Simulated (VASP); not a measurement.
# TaHPd (P4/nmm) in VASP: single point with r2SCAN

Aim: the single point of TaHPd with r2SCAN.

Everything below comes from runs of VASP 6.6.1. Logs are shortened: lines on timing, memory, paths and dates and some standing lists are left out, and cuts for length are marked.

## Step 1: The cell of the first run

The structure is tetragonal, space group P4/nmm (No. 129). Conventional cell: a = 3.063 Å, b = 3.063 Å, c = 7.755 Å, α = 90.00°, β = 90.00°, γ = 90.00°. Pd (site symmetry 4mm) has 1 H at 2.19 Å and 4 Pd at 2.66 Å and 4 Ta at 2.83 Å within 2.9 Å. Within 2.9 Å of Ta (site symmetry 4mm) lie 5 H at 2.19 to 2.20 Å and 4 Pd at 2.83 Å. Within 2.9 Å of H (site symmetry 4mm) lie 5 Ta at 2.19 to 2.20 Å and 1 Pd at 2.19 Å and 4 H at 2.83 Å.

## Step 2: Single point, r2SCAN

The input, POSCAR:

```
TaHPd
1.0
    3.0630530000      0.0000000000      0.0000000000
    0.0000000000      3.0630530000      0.0000000000
    0.0000000000      0.0000000000      7.7545650000
Pd Ta H
2 2 2
Direct
    0.0000000000      0.5000000000      0.9000000000
    0.5000000000      0.0000000000      0.1000000000
    0.0000000000      0.5000000000      0.3350000000
    0.5000000000      0.0000000000      0.6650000000
    0.0000000000      0.5000000000      0.6170000000
    0.5000000000      0.0000000000      0.3830000000
```

The input, INCAR.step1:

```
SYSTEM = TaHPd
  PREC = Accurate
  ENCUT = 520
  ISMEAR = -1
  SIGMA = 0.1
  LREAL = .FALSE.
  LASPH = .TRUE.
  NELM = 100
  NBANDS = 31
  GGA = PE
  ALGO = Normal
  EDIFF = 1E-4
  LWAVE = .TRUE.
  LCHARG = .FALSE.
```

The input, INCAR.step2:

```
SYSTEM = TaHPd
  PREC = Accurate
  ENCUT = 520
  EDIFF = 1E-7
  ISMEAR = -1
  SIGMA = 0.1
  LREAL = .FALSE.
  LASPH = .TRUE.
  NELM = 100
  ALGO = Normal
  ISIF = 2
  LWAVE = .FALSE.
  LCHARG = .FALSE.
  METAGGA = R2SCAN
  LMIXTAU = .TRUE.
  NBANDS = 31
  ISTART = 1
```

The input, KPOINTS:

```
Automatic mesh
0
G
  11 11 5
  0 0 0
```

Potentials or basis: VASP PAW PBE potentials, release 64 (Pd, Ta_pv, H).

Run with:

```console
> cat potpaw_PBE.64/Pd/POTCAR potpaw_PBE.64/Ta_pv/POTCAR potpaw_PBE.64/H/POTCAR > POTCAR
> cp INCAR.step1 INCAR
> mpirun -np 1 vasp_std > vasp.out
> cp INCAR.step2 INCAR
> mpirun -np 1 vasp_std > vasp.out
```

OUTCAR:

```text
SYSTEM = TaHPd
   PREC = Accurate
   ENCUT = 520
   EDIFF = 1E-7
   ISMEAR = -1
   LREAL = .FALSE.
   LASPH = .TRUE.
   NELM = 100
   ISIF = 2
   METAGGA = R2SCAN
   ISTART = 1

 ion  position               nearest neighbor table
   1  0.000  0.500  0.900-   2 2.66   2 2.66   2 2.66   2 2.66   4 2.83   4 2.83   4 2.83   4 2.83
                             3 3.37
   2  0.500  0.000  0.100-   1 2.66   1 2.66   1 2.66   1 2.66   3 2.83   3 2.83   3 2.83   3 2.83
                             4 3.37
   3  0.000  0.500  0.335-   5 2.19   6 2.20   6 2.20   6 2.20   6 2.20   2 2.83   2 2.83   2 2.83
                             2 2.83   4 3.35   4 3.35   4 3.35   4 3.35   1 3.37
   4  0.500  0.000  0.665-   6 2.19   5 2.20   5 2.20   5 2.20   5 2.20   1 2.83   1 2.83   1 2.83
                             1 2.83   3 3.35   3 3.35   3 3.35   3 3.35   2 3.37
   5  0.000  0.500  0.617-   3 2.19   4 2.20   4 2.20   4 2.20   4 2.20
   6  0.500  0.000  0.383-   4 2.19   3 2.20   3 2.20   3 2.20   3 2.20

  LATTYP: Found a simple tetragonal cell.
 ALAT       =     3.0630530000
 C/A-ratio  =     2.5316457143

  Lattice vectors:

 A1 = (   3.0630530000,   0.0000000000,   0.0000000000)
 A2 = (   0.0000000000,   3.0630530000,   0.0000000000)
 A3 = (   0.0000000000,   0.0000000000,   7.7545650000)

Analysis of symmetry for initial positions (statically):
=====================================================================
 Subroutine PRICEL returns:
 Original cell was already a primitive cell.

 Routine SETGRP: Setting up the symmetry group for a
 simple tetragonal supercell.

 Subroutine GETGRP returns: Found 16 space group operations
 (whereof  8 operations were pure point group operations)
 out of a pool of 16 trial point group operations.

The static configuration has the point symmetry D_2d.
 The point group associated with its full space group is D_4h.

Analysis of symmetry for dynamics (positions and initial velocities):
=====================================================================
 Subroutine PRICEL returns:
 Original cell was already a primitive cell.

 Routine SETGRP: Setting up the symmetry group for a
 simple tetragonal supercell.

 Subroutine GETGRP returns: Found 16 space group operations
 (whereof  8 operations were pure point group operations)
 out of a pool of 16 trial point group operations.

The dynamic configuration has the point symmetry D_2d.
 The point group associated with its full space group is D_4h.

 Subroutine INISYM returns: Found 16 space group operations
 (whereof  8 operations are pure point group operations),
 and found     1 'primitive' translations

----------------------------------------------------------------------------------------

                                     Primitive cell

  volume of cell :      72.7556

  direct lattice vectors                    reciprocal lattice vectors
     3.063053000  0.000000000  0.000000000     0.326471661  0.000000000  0.000000000
     0.000000000  3.063053000  0.000000000     0.000000000  0.326471661  0.000000000
     0.000000000  0.000000000  7.754565000     0.000000000  0.000000000  0.128956299

  length of vectors
     3.063053000  3.063053000  7.754565000     0.326471661  0.326471661  0.128956299

  position of ions in fractional coordinates (direct lattice)
     0.000000000  0.500000000  0.900000000
     0.500000000  0.000000000  0.100000000
     0.000000000  0.500000000  0.335000000
     0.500000000  0.000000000  0.665000000
     0.000000000  0.500000000  0.617000000
     0.500000000  0.000000000  0.383000000

  ion indices of the primitive-cell ions
   primitive index   ion index
                 1           1
                 2           2
                 3           3
                 4           4
                 5           5
                 6           6

----------------------------------------------------------------------------------------

 KPOINTS: Automatic mesh

Automatic generation of k-mesh.
 Grid dimensions read from file:
 generate k-points for:   11   11    5

 Generating k-lattice:

  Cartesian coordinates                     Fractional coordinates (reciprocal lattice)
     0.029679242  0.000000000  0.000000000     0.090909091  0.000000000  0.000000000
     0.000000000  0.029679242  0.000000000     0.000000000  0.090909091  0.000000000
     0.000000000  0.000000000  0.025791260     0.000000000  0.000000000  0.200000000

  Length of vectors
     0.029679242  0.029679242  0.025791260

  Shift w.r.t. Gamma in fractional coordinates (k-lattice)
     0.000000000  0.000000000  0.000000000

 Subroutine IBZKPT returns following result:
 ===========================================

 Found     63 irreducible k-points:

 Following reciprocal coordinates:
            Coordinates               Weight
  0.000000  0.000000  0.000000      1.000000
  0.090909  0.000000  0.000000      4.000000
  0.181818  0.000000  0.000000      4.000000
  0.272727  0.000000  0.000000      4.000000
  0.363636  0.000000  0.000000      4.000000
  0.454545  0.000000  0.000000      4.000000
[... 16 lines left out ...]
  0.090909  0.000000  0.200000      8.000000
  0.181818  0.000000  0.200000      8.000000
 [... further k-points ...]
   k-points           NKPTS =     63   k-points in BZ     NKDIM =     63   number of bands    NBANDS=     31
   number of dos      NEDOS =    301   number of ions     NIONS =      6
   total plane-waves  NPLWV =  34560
   dimension x,y,z NGX =    24 NGY =   24 NGZ =   60
   dimension x,y,z NGXF=    48 NGYF=   48 NGZF=  120
   ions per type =               2   2   2
   NGX,Y,Z   is equivalent  to a cutoff of  13.03, 13.03, 12.86 a.u.
   NGXF,Y,Z  is equivalent  to a cutoff of  26.05, 26.05, 25.73 a.u.
 SYSTEM =  TaHPd
   PREC   = accura    normal or accurate (medium, high low for compatibility)
   ISTART =      1    job   : 0-new  1-cont  2-samecut
   ICHARG =      0    charge: 1-file 2-atom 10-const
   ISPIN  =      1    spin polarized calculation?
   LNONCOLLINEAR =      F non collinear calculations
   LSORBIT =      F    spin-orbit coupling
   LASPH  =      T    aspherical Exc in radial PAW
   ENCUT  =  520.0 eV  38.22 Ry    6.18 a.u.   5.70  5.70 14.42*2*pi/ulx,y,z
   NELM   =    100;   NELMIN=  2; NELMDL=  0     # of ELM steps
   EDIFF  = 0.1E-06   stopping-criterion for ELM
   LREAL  =      F    real-space projection
   EDIFFG = 0.1E-05   stopping-criterion for IOM
   NSW    =      0    number of steps for IOM
   IBRION =     -1    ionic relax: 0-MD 1-quasi-New 2-CG
   NFREE  =      0    steps in history (QN), initial steepest desc. (CG)
   ISIF   =      2    stress and relaxation
   ISYM   =      2    0-nonsym 1-usesym 2-fastsym
   POTIM  = 0.5000    time-step for ionic-motion
   TEBEG  =    0.0;   TEEND  =   0.0 temperature during run
   PSTRESS=    0.0 pullay stress
   NELECT =      44.0000    total number of electrons
   NUPDOWN=      -1.0000    fix difference up-down
   EMIN   =  10.00;   EMAX   =-10.00  energy-range for DOS
   EFERMI =   0.00;   METHOD = LEGACY
   ISMEAR =    -1;   SIGMA  =   0.10  broadening in eV -4-tet -1-fermi 0-gaus
   EFERMI_NEDOS =   21; number of points for ismear=-14 and -15
   IALGO  =     38    algorithm
   IMIX   =      4    mixing-type and parameters
     AMIX     =   0.40;   BMIX     =  1.00
     AMIX_MAG =   1.60;   BMIX_MAG =  1.00
  volume/ion in A,a.u.               =      12.13        81.83
  Fermi-wavevector in a.u.,A,eV,Ry     =   1.384428  2.616189 26.077466  1.916640
  Thomas-Fermi vector in A             =   2.508933
   LORBIT       =      0    0 simple, 1 ext, 2 COOP (PROOUT), +10 PAW based schemes
   METAGGA = R2SCAN    functional components
   LHFCALC =     F    Hartree Fock is set to
   AEXX    =    0.0000 exact exchange contribution
   IVDW    =     0    specifies the selected vdW correction
   LEPSILON=     F    determine dielectric tensor
   LRPA    =     F    only Hartree local field effects (RPA)
 non-spin polarized calculation
  energy-cutoff  :      520.00
  volume of cell :       72.76
 maximum number of plane-waves:      1973
 NGX is ok and might be reduce to    24
   NGX = 11   NGY = 11   NGZ = 29

 number of electron      44.0000005 magnetization

 Free energy of the ion-electron system (eV)
  ---------------------------------------------------
  ext. energy  EPLUGINS =         0.00000000
  ---------------------------------------------------
  free energy    TOTEN  =      -150.89338134 eV

  energy without entropy =     -150.81489902  energy(sigma->0) =     -150.85414018

 E-fermi :   7.5958     XC(G=0): -13.6791

 val. band max:        7.5936295207   @ k =   0.3636   0.2727   0.0000
 cond. band min:       7.6209121921   @ k =   0.3636   0.0000   0.4000
 fundamental gap:      0.0272826713
 Fermi energy:         7.5957902950

 k-point     1 :       0.0000    0.0000    0.0000
  band No.  band energies     occupation
      1     -28.8258      2.00000
      2     -28.6284      2.00000
      3     -28.4333      2.00000
      4     -28.4333      2.00000
      5     -28.3859      2.00000
      6     -28.3859      2.00000
[... 23 lines left out ...]
     30      12.7237      0.00000
     31      14.2217      0.00000

 k-point     2 :       0.0909    0.0000    0.0000
  band No.  band energies     occupation
      1     -28.8192      2.00000
      2     -28.6311      2.00000
      3     -28.4675      2.00000
      4     -28.4292      2.00000
      5     -28.4237      2.00000
      6     -28.3837      2.00000
[... 23 lines left out ...]
     30      13.4303      0.00000
     31      13.9827      0.00000

 k-point     3 :       0.1818    0.0000    0.0000
  band No.  band energies     occupation
      1     -28.8024      2.00000
      2     -28.6482      2.00000
      3     -28.5487      2.00000
      4     -28.5220      2.00000
      5     -28.4179      2.00000
      6     -28.3780      2.00000
[... 703 lines left out ...]
     30      12.8466      0.00000
     31      14.0287      0.00000

 k-point    24 :       0.1818    0.0000    0.2000
  band No.  band energies     occupation
      1     -28.8021      2.00000
      2     -28.6486      2.00000
      3     -28.5486      2.00000
      4     -28.5219      2.00000
      5     -28.4179      2.00000
      6     -28.3780      2.00000
[... 23 lines left out ...]
     30      13.2373      0.00000
     31      13.9923      0.00000

 [... further k-points ...]

------------------------ aborting loop because EDIFF is reached ----------------------------------------

  FORCE on cell =-STRESS in cart. coord.  units (eV):
  Direction    XX          YY          ZZ          XY          YZ          ZX
  --------------------------------------------------------------------------------------
  -------------------------------------------------------------------------------------
  Total       -5.3040861     -5.3040861     -3.2920097      0.0000000     -0.0000000      0.0000000
  in kB     -116.8031837   -116.8031837    -72.4945285      0.0000000     -0.0000000      0.0000000
  external PRESSURE =    -102.0336320 kB  Pullay stress =       0.0000000 kB

 VOLUME and BASIS-vectors are now :
 -----------------------------------------------------------------------------
  energy-cutoff  :      520.00
  volume of cell :       72.76
      direct lattice vectors                 reciprocal lattice vectors
     3.063053000  0.000000000  0.000000000     0.326471661  0.000000000  0.000000000
     0.000000000  3.063053000  0.000000000     0.000000000  0.326471661  0.000000000
     0.000000000  0.000000000  7.754565000     0.000000000  0.000000000  0.128956299

 POSITION                                       TOTAL-FORCE (eV/Angst)
 -----------------------------------------------------------------------------------
      0.00000      1.53153      6.97911        -0.000000     -0.000000     -1.499759
      1.53153      0.00000      0.77546        -0.000000     -0.000000      1.499759
      0.00000      1.53153      2.59778         0.000000      0.000000      0.840860
      1.53153      0.00000      5.15679        -0.000000     -0.000000     -0.840860
      0.00000      1.53153      4.78457        -0.000000     -0.000000     -0.259640
      1.53153      0.00000      2.97000        -0.000000      0.000000      0.259640
 -----------------------------------------------------------------------------------
    total drift:                                0.000000      0.000000     -0.000000

  FREE ENERGIE OF THE ION-ELECTRON SYSTEM (eV)
  ---------------------------------------------------
  free  energy   TOTEN  =      -150.8933813448 eV

  energy  without entropy=     -150.8148990234  energy(sigma->0) =     -150.85414018
```

Wall time 4 min (1 thread of Intel Xeon Platinum 8559C (Emerald Rapids), shared host); peak memory 0.28 GiB.

What came out:

```
Free energy            : -150.8934 eV
Pressure               : -10.2 GPa
Largest force          : 1.500 eV/Å
Band gap on the k mesh : zero (bands 22 and 23 overlap by 1.79 eV)
```

Forces on the atoms (eV/Å):
```
Pd   0.000  0.000 -1.500
Pd   0.000  0.000  1.500
Ta   0.000  0.000  0.841
Ta   0.000  0.000 -0.841
H    0.000  0.000 -0.260
H    0.000  0.000  0.260
```

Stress tensor (GPa, compression positive):
```
-11.68   0.00   0.00
  0.00 -11.68   0.00
  0.00   0.00  -7.25
```

Levels at points of the mesh, in eV from the Fermi level:
```tsv
k point	band 19	band 20	band 21	band 22	band 23	band 24	band 25	band 26
(0.00, 0.00, 0.00)	-2.27	-1.41	-1.14	-0.50	-0.06	1.13	1.13	3.48
```

Caveat: the cell stands under tension; the PAW data sets were made with another functional, which shifts forces and pressure a little; spin-orbit coupling is left out, which moves the levels of the heavy elements.
